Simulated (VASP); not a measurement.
# Si (I4_1/amd) in VASP: a series of runs

Runs on Si. Level: PBE. Tasks: single point.

Program: VASP 6.6.1. These are calculated values, not measurements. Logs are shortened: lines on timing, memory, paths and dates and some standing lists are left out, and cuts for length are marked.

### Step 1. The cell of the first run

It takes space group I4_1/amd (No. 141, tetragonal). Conventional cell: a = 4.142 Å, b = 4.142 Å, c = 4.883 Å, α = 90.00°, β = 90.00°, γ = 90.00°. Si (site symmetry -4m2) has 4 Si at 2.40 Å within 3.2 Å.

### Step 2. Single point, PBE (20.95 Å³/atom)

File INCAR:

```
SYSTEM = Si
PREC = Accurate ; ENCUT = 520
EDIFF = 1E-6 ; ISMEAR = 0
SIGMA = 0.05 ; LREAL = .FALSE.
LASPH = .TRUE. ; NELM = 100
ALGO = Normal ; ISIF = 2
LWAVE = .FALSE. ; LCHARG = .FALSE.
GGA = PE ; NBANDS = 11
```

File KPOINTS:

```
regular mesh
0
G
  10 10 10
  0 0 0
```

File POSCAR:

```
Si
1.0
    0.0000000000      2.9290135149      2.4416256660
    2.9290135149      0.0000000000      2.4416256660
    2.9290135149      2.9290135149      0.0000000000
Si
2
Direct
    0.5000000000      0.5000000000      0.5000000000
    0.7500000000      0.7500000000      0.7500000000
```

Potentials or basis: VASP PAW PBE potentials, release 64 (Si).

The run is started by

```bash
$ cat potpaw_PBE.64/Si/POTCAR > POTCAR
$ mpirun -np 1 vasp_std > vasp.out
```

OUTCAR:

```text
SYSTEM = Si
   PREC = Accurate
   ENCUT = 520
   EDIFF = 1E-6
   ISMEAR = 0
   LREAL = .FALSE.
   LASPH = .TRUE.
   NELM = 100
   ISIF = 2
   GGA = PE

 ion  position               nearest neighbor table
   1  0.500  0.500  0.500-   2 2.40   2 2.40   2 2.40   2 2.40
   2  0.750  0.750  0.750-   1 2.40   1 2.40   1 2.40   1 2.40

  LATTYP: Found a body centered tetragonal cell.
 ALAT       =     4.1422506371
 C/A-ratio  =     1.1788884256

  Lattice vectors:

 A1 = (   0.0000000000,  -2.9290135149,  -2.4416256660)
 A2 = (   0.0000000000,   2.9290135149,  -2.4416256660)
 A3 = (   2.9290135149,   0.0000000000,   2.4416256660)

Analysis of symmetry for initial positions (statically):
=====================================================================
 Subroutine PRICEL returns:
 Original cell was already a primitive cell.

 Routine SETGRP: Setting up the symmetry group for a
 body centered tetragonal supercell.

 Subroutine GETGRP returns: Found 16 space group operations
 (whereof  8 operations were pure point group operations)
 out of a pool of 16 trial point group operations.

The static configuration has the point symmetry D_2d.
 The point group associated with its full space group is D_4h.

Analysis of symmetry for dynamics (positions and initial velocities):
=====================================================================
 Subroutine PRICEL returns:
 Original cell was already a primitive cell.

 Routine SETGRP: Setting up the symmetry group for a
 body centered tetragonal supercell.

 Subroutine GETGRP returns: Found 16 space group operations
 (whereof  8 operations were pure point group operations)
 out of a pool of 16 trial point group operations.

The dynamic configuration has the point symmetry D_2d.
 The point group associated with its full space group is D_4h.

 Subroutine INISYM returns: Found 16 space group operations
 (whereof  8 operations are pure point group operations),
 and found     1 'primitive' translations

----------------------------------------------------------------------------------------

                                     Primitive cell

  volume of cell :      41.8940

  direct lattice vectors                    reciprocal lattice vectors
     0.000000000  2.929013515  2.441625666    -0.170705938  0.170705938  0.204781596
     2.929013515  0.000000000  2.441625666     0.170705938 -0.170705938  0.204781596
     2.929013515  2.929013515  0.000000000     0.170705938  0.170705938 -0.204781596

  length of vectors
     3.813221219  3.813221219  4.142250637     0.316569955  0.316569955  0.316569955

  position of ions in fractional coordinates (direct lattice)
     0.500000000  0.500000000  0.500000000
     0.750000000  0.750000000  0.750000000

  ion indices of the primitive-cell ions
   primitive index   ion index
                 1           1
                 2           2

----------------------------------------------------------------------------------------

 KPOINTS: regular mesh

Automatic generation of k-mesh.
 Grid dimensions read from file:
 generate k-points for:   10   10   10

 Generating k-lattice:

  Cartesian coordinates                     Fractional coordinates (reciprocal lattice)
    -0.017070594  0.017070594  0.020478160     0.100000000  0.000000000  0.000000000
     0.017070594 -0.017070594  0.020478160     0.000000000  0.100000000  0.000000000
     0.017070594  0.017070594 -0.020478160     0.000000000  0.000000000  0.100000000

  Length of vectors
     0.031656996  0.031656996  0.031656996

  Shift w.r.t. Gamma in fractional coordinates (k-lattice)
     0.000000000  0.000000000  0.000000000

 Subroutine IBZKPT returns following result:
 ===========================================

 Found    102 irreducible k-points:

 Following reciprocal coordinates:
            Coordinates               Weight
  0.000000  0.000000  0.000000      1.000000
  0.100000 -0.000000  0.000000      8.000000
  0.200000 -0.000000  0.000000      8.000000
  0.300000 -0.000000  0.000000      8.000000
  0.400000 -0.000000  0.000000      8.000000
  0.500000 -0.000000  0.000000      4.000000
[... 16 lines left out ...]
  0.300000  0.300000  0.000000      2.000000
  0.400000  0.300000  0.000000      8.000000
 [... further k-points ...]
   k-points           NKPTS =    102   k-points in BZ     NKDIM =    102   number of bands    NBANDS=     11
   number of dos      NEDOS =    301   number of ions     NIONS =      2
   total plane-waves  NPLWV =  25088
   dimension x,y,z NGX =    28 NGY =   28 NGZ =   32
   dimension x,y,z NGXF=    56 NGYF=   56 NGZF=   64
   ions per type =               2
   NGX,Y,Z   is equivalent  to a cutoff of  12.21, 12.21, 12.84 a.u.
   NGXF,Y,Z  is equivalent  to a cutoff of  24.41, 24.41, 25.69 a.u.
 SYSTEM =  Si
   PREC   = accura    normal or accurate (medium, high low for compatibility)
   ISTART =      0    job   : 0-new  1-cont  2-samecut
   ICHARG =      2    charge: 1-file 2-atom 10-const
   ISPIN  =      1    spin polarized calculation?
   LNONCOLLINEAR =      F non collinear calculations
   LSORBIT =      F    spin-orbit coupling
   LASPH  =      T    aspherical Exc in radial PAW
   ENCUT  =  520.0 eV  38.22 Ry    6.18 a.u.   7.09  7.09  7.70*2*pi/ulx,y,z
   NELM   =    100;   NELMIN=  2; NELMDL= -5     # of ELM steps
   EDIFF  = 0.1E-05   stopping-criterion for ELM
   LREAL  =      F    real-space projection
   EDIFFG = 0.1E-04   stopping-criterion for IOM
   NSW    =      0    number of steps for IOM
   IBRION =     -1    ionic relax: 0-MD 1-quasi-New 2-CG
   NFREE  =      0    steps in history (QN), initial steepest desc. (CG)
   ISIF   =      2    stress and relaxation
   ISYM   =      2    0-nonsym 1-usesym 2-fastsym
   POTIM  = 0.5000    time-step for ionic-motion
   TEBEG  =    0.0;   TEEND  =   0.0 temperature during run
   PSTRESS=    0.0 pullay stress
   NELECT =       8.0000    total number of electrons
   NUPDOWN=      -1.0000    fix difference up-down
   EMIN   =  10.00;   EMAX   =-10.00  energy-range for DOS
   EFERMI =   0.00;   METHOD = LEGACY
   ISMEAR =     0;   SIGMA  =   0.05  broadening in eV -4-tet -1-fermi 0-gaus
   EFERMI_NEDOS =   21; number of points for ismear=-14 and -15
   IALGO  =     38    algorithm
   IMIX   =      4    mixing-type and parameters
     AMIX     =   0.40;   BMIX     =  1.00
     AMIX_MAG =   1.60;   BMIX_MAG =  1.00
  volume/ion in A,a.u.               =      20.95       141.36
  Fermi-wavevector in a.u.,A,eV,Ry     =   0.942730  1.781502 12.092052  0.888741
  Thomas-Fermi vector in A             =   2.070369
   LORBIT       =      0    0 simple, 1 ext, 2 COOP (PROOUT), +10 PAW based schemes
   GGA     = PE    functional components
   LHFCALC =     F    Hartree Fock is set to
   AEXX    =    0.0000 exact exchange contribution
   IVDW    =     0    specifies the selected vdW correction
   LEPSILON=     F    determine dielectric tensor
   LRPA    =     F    only Hartree local field effects (RPA)
 non-spin polarized calculation
 Gauss-broadening in eV      SIGMA  =   0.05
  energy-cutoff  :      520.00
  volume of cell :       41.89
 maximum number of plane-waves:      1154
   NGX = 15   NGY = 15   NGZ = 15

 number of electron       8.0000000 magnetization

 Free energy of the ion-electron system (eV)
  ---------------------------------------------------
  ext. energy  EPLUGINS =         0.00000000
  ---------------------------------------------------
  free energy    TOTEN  =       -10.62767182 eV

  energy without entropy =      -10.62719567  energy(sigma->0) =      -10.62743374

 E-fermi :   5.4785     XC(G=0):  -9.2835

 val. band max:        5.4733788677   @ k =   0.4000   0.3000   0.0000
 cond. band min:       5.5031664985   @ k =  -0.1000   0.0000   0.1000
 fundamental gap:      0.0297876308
 Fermi energy:         5.4785426979

 k-point     1 :       0.0000    0.0000    0.0000
  band No.  band energies     occupation
      1      -6.2425      2.00000
      2       5.0780      2.00000
      3       5.0780      2.00000
      4       6.1158      0.00000
      5       7.6358      0.00000
      6       7.9479      0.00000
      7       8.3482      0.00000
      8       8.3482      0.00000
      9      11.6373      0.00000
     10      13.1977      0.00000
     11      13.9756      0.00000

 k-point     2 :       0.1000   -0.0000    0.0000
  band No.  band energies     occupation
      1      -6.1145      2.00000
      2       4.1866      2.00000
      3       4.8451      2.00000
      4       5.7136      0.00000
      5       7.5609      0.00000
      6       8.2782      0.00000
      7       8.5596      0.00000
      8       9.2377      0.00000
      9      11.5512      0.00000
     10      13.2946      0.00000
     11      13.7794      0.00000

 k-point     3 :       0.2000   -0.0000    0.0000
  band No.  band energies     occupation
      1      -5.7368      2.00000
      2       2.4605      2.00000
      3       4.3756      2.00000
      4       5.3703      1.99779
      5       7.1000      0.00000
      6       8.7152      0.00000
      7       8.8479      0.00000
      8      10.9650      0.00000
      9      11.9346      0.00000
     10      12.7531      0.00000
     11      14.8834      0.00000
[... 267 lines left out ...]
 k-point    23 :       0.3000    0.3000    0.0000
  band No.  band energies     occupation
      1      -4.4281      2.00000
      2       1.5734      2.00000
      3       2.6320      2.00000
      4       2.6320      2.00000
      5       5.3037      2.00000
      6       8.1193      0.00000
      7      11.7642      0.00000
      8      11.7642      0.00000
      9      13.7646      0.00000
     10      14.6611      0.00000
     11      19.0351      0.00000

 k-point    24 :       0.4000    0.3000    0.0000
  band No.  band energies     occupation
      1      -3.7620      2.00000
      2       0.4226      2.00000
      3       2.3672      2.00000
      4       2.3787      2.00000
      5       5.4734      1.11612
      6       7.4394      0.00000
      7      11.9504      0.00000
      8      12.1197      0.00000
      9      15.2497      0.00000
     10      15.9532      0.00000
     11      18.1470      0.00000

 [... further k-points ...]

------------------------ aborting loop because EDIFF is reached ----------------------------------------

  FORCE on cell =-STRESS in cart. coord.  units (eV):
  Direction    XX          YY          ZZ          XY          YZ          ZX
  --------------------------------------------------------------------------------------
  -------------------------------------------------------------------------------------
  Total       -1.8108842     -1.8108842      1.0970784      0.0000000      0.0000000     -0.0000000
  in kB      -69.2547293    -69.2547293     41.9562272      0.0000000      0.0000000     -0.0000000
  external PRESSURE =     -32.1844105 kB  Pullay stress =       0.0000000 kB

 VOLUME and BASIS-vectors are now :
 -----------------------------------------------------------------------------
  energy-cutoff  :      520.00
  volume of cell :       41.89
      direct lattice vectors                 reciprocal lattice vectors
     0.000000000  2.929013515  2.441625666    -0.170705938  0.170705938  0.204781596
     2.929013515  0.000000000  2.441625666     0.170705938 -0.170705938  0.204781596
     2.929013515  2.929013515  0.000000000     0.170705938  0.170705938 -0.204781596

 POSITION                                       TOTAL-FORCE (eV/Angst)
 -----------------------------------------------------------------------------------
      2.92901      2.92901      2.44163         0.000000      0.000000      0.000000
      4.39352      4.39352      3.66244         0.000000      0.000000     -0.000000
 -----------------------------------------------------------------------------------
    total drift:                                0.000000      0.000000     -0.000000

  FREE ENERGIE OF THE ION-ELECTRON SYSTEM (eV)
  ---------------------------------------------------
  free  energy   TOTEN  =       -10.6276718231 eV

  energy  without entropy=      -10.6271956661  energy(sigma->0) =      -10.62743374
```

Run time: 58 s. Hardware: 1 thread of AMD EPYC 7R13, shared host; peak memory 0.15 GiB.

What came out:

- Free energy: -10.6277 eV
- Pressure: -3.2 GPa
- Band gap on the k mesh: zero (bands 4 and 5 overlap by 1.09 eV)

Caveat: the cell stands under tension.

### Step 3. Single point, PBE (20.95 Å³/atom)

File INCAR:

```
  PREC = Accurate
  ENCUT = 520
  EDIFF = 1E-7
  ISMEAR = 0
  SIGMA = 0.05
  LREAL = F
  LASPH = T
  NELM = 100
  ALGO = Normal
  ISIF = 2
  LWAVE = F
  LCHARG = T
  GGA = PE
  LELF = T
  LVHAR = T
  NBANDS = 11
```

File KPOINTS:

```
Automatic mesh
0
Gamma
  10 10 10
```

File POSCAR:

```
Si
1.0
    0.0000000000      2.8936918317      2.5015965885
    2.8936918317      0.0000000000      2.5015965885
    2.8936918317      2.8936918317      0.0000000000
Si
2
Direct
    0.5000000000      0.5000000000      0.5000000000
    0.7500000000      0.7500000000      0.7500000000
```

Potentials or basis: VASP PAW PBE potentials, release 64 (Si).

The run is started by

```bash
$ cat potpaw_PBE.64/Si/POTCAR > POTCAR
$ mpirun -np 1 vasp_std > vasp.out
```

Run time: 64 s. Hardware: 1 thread of AMD EPYC 7R13, shared host; peak memory 0.15 GiB.

The run converged. Its results:

```
Free energy            : -10.6957 eV
Pressure               : -2.8 GPa
Band gap on the k mesh : zero (bands 4 and 5 overlap by 0.76 eV)
```

Stress tensor (GPa, compression positive):
```
-6.11  0.00  0.00
 0.00 -6.11  0.00
 0.00  0.00  3.96
```

Levels at points of the mesh, in eV from the Fermi level:
| k point | band 2 | band 3 | band 4 | band 5 | band 6 | band 7 |
| --- | --- | --- | --- | --- | --- | --- |
| (0.00, 0.00, 0.00) | -0.42 | -0.42 | 0.44 | 2.13 | 2.50 | 2.69 |
| (0.50, 0.00, 0.00) | -6.89 | -1.87 | -0.73 | 0.78 | 2.72 | 4.25 |
| (0.50, 0.50, 0.00) | -7.28 | -3.52 | -3.52 | -0.03 | -0.03 | 9.40 |
| (0.50, 0.00, 0.50) | -8.06 | -2.45 | -2.45 | 1.08 | 1.08 | 8.33 |

Caveat: semilocal functionals underestimate gaps, so a narrow gap can read as zero.

### Step 4. Single point, PBE (20.95 Å³/atom)

File INCAR:

```
ALGO = Normal ; EDIFF = 1E-6
ENCUT = 520 ; GGA = PE
ISIF = 2 ; ISMEAR = 0
LASPH = True ; LCHARG = True
LELF = True ; LREAL = False
LVHAR = True ; LWAVE = False
NBANDS = 11 ; NELM = 60
PREC = Accurate ; SIGMA = 0.05
```

File KPOINTS:

```
k-points
0
Gamma
  10 10 10
```

File POSCAR:

```
Si
1.0
    0.0000000000      2.8242995941      2.6260337626
    2.8242995941      0.0000000000      2.6260337626
    2.8242995941      2.8242995941      0.0000000000
Si
2
Direct
    0.5000000000      0.5000000000      0.5000000000
    0.7500000000      0.7500000000      0.7500000000
```

The run is started by

```bash
$ cat potpaw_PBE.64/Si/POTCAR > POTCAR
$ mpirun -np 1 vasp_std > vasp.out
```

It took 61 s on 1 thread of AMD EPYC 7R13, shared host; peak memory 0.15 GiB.

The run converged. Its results:

```
Free energy            : -10.8019 eV
Pressure               : -2.2 GPa
Band gap on the k mesh : zero (bands 4 and 5 overlap by 0.08 eV)
```

Stress tensor (GPa, compression positive):
```
-4.23  0.00  0.00
 0.00 -4.23  0.00
 0.00  0.00  1.85
```

Levels at points of the mesh, in eV from the Fermi level:
```tsv
k point	band 1	band 2	band 3	band 4	band 5	band 6	band 7	band 8
(0.00, 0.00, 0.00)	-11.89	-0.39	-0.39	0.08	2.15	2.43	2.43	2.57
(0.50, 0.00, 0.00)	-9.66	-6.99	-1.70	-1.08	1.00	2.87	3.55	7.49
(0.50, 0.50, 0.00)	-7.64	-7.64	-3.30	-3.30	0.20	0.20	9.42	9.42
(0.50, 0.00, 0.50)	-8.03	-8.03	-2.77	-2.77	0.76	0.76	9.02	9.02
```

Caveat: semilocal functionals underestimate gaps, so a narrow gap can read as zero.

### Step 5. Single point, PBE (20.95 Å³/atom)

File INCAR:

```
SYSTEM = Si
PREC = Accurate
ENCUT = 520
EDIFF = 1E-6
ISMEAR = 0
SIGMA = 0.05
LREAL = .False.
LASPH = .True.
NELM = 100
ALGO = Normal
ISIF = 2
LWAVE = .False.
LCHARG = .True.
GGA = PE
LELF = .True.
LVHAR = .True.
NBANDS = 11
```

File KPOINTS:

```
Automatic mesh
0
Gamma
  10 10 10
  0 0 0
```

File POSCAR:

```
Si
1.0
    0.0000000000      2.6260341269      3.0375336746
    2.6260341269      0.0000000000      3.0375336746
    2.6260341269      2.6260341269      0.0000000000
Si
2
Direct
    0.5000000000      0.5000000000      0.5000000000
    0.7500000000      0.7500000000      0.7500000000
```

The run is started by

```bash
$ cat potpaw_PBE.64/Si/POTCAR > POTCAR
$ mpirun -np 1 vasp_std > vasp.out
```

It took 60 s on 1 thread of AMD EPYC 7R13, shared host; peak memory 0.15 GiB.

Results (log left out):

* Free energy: -10.6398 eV
* Pressure: -2.5 GPa
* Band gap on the k mesh: zero (bands 4 and 5 overlap by 0.14 eV)

Stress tensor (GPa, compression positive):
```
  3.08   0.00   0.00
  0.00   3.08   0.00
  0.00   0.00 -13.70
```

Levels at points of the mesh, in eV from the Fermi level:
```csv
k point,band 1,band 2,band 3,band 4,band 5,band 6,band 7,band 8,band 9
"(0.00, 0.00, 0.00)",-12.01,-1.13,0.06,0.06,2.11,2.11,2.11,2.62,6.13
"(0.50, 0.00, 0.00)",-9.76,-7.11,-2.21,-0.76,0.40,3.20,3.55,7.48,9.50
"(0.50, 0.50, 0.00)",-8.55,-8.55,-2.32,-2.32,1.23,1.23,9.32,9.32,10.03
"(0.50, 0.00, 0.50)",-7.73,-7.73,-3.37,-3.37,0.10,0.10,7.99,7.99,10.05
```

Caveat: semilocal functionals underestimate gaps, so a narrow gap can read as zero.

### Step 6. Summary

| cell | gap on the mesh (eV) | pressure (GPa) |
| --- | --- | --- |
| a = 3.813, b = 3.813, c = 4.142 Å, angles 57.1, 57.1, 65.8°, 2 atoms | none | -3.2 |
| a = 3.825, b = 3.825, c = 4.092 Å, angles 57.7, 57.7, 64.7°, 2 atoms | none | -2.8 |
| a = 3.857, b = 3.857, c = 3.994 Å, angles 58.8, 58.8, 62.4°, 2 atoms | none | -2.2 |
| a = 4.015, b = 4.015, c = 3.714 Å, angles 62.5, 62.5, 55.1°, 2 atoms | none | -2.5 |

Alike in all rows: task single point; level PBE; potentials or basis VASP PAW PBE potentials, release 64 (Si); no spin polarisation; k mesh 10 × 10 × 10; cutoff (eV) 520; smearing gaussian 0.05 eV.

Caveats: semilocal functionals underestimate gaps, so a narrow gap can read as zero (at least some runs); the cell stands under tension (at least some runs).

Total energies depend on the potentials used, so only differences within one code and one set of settings carry meaning.
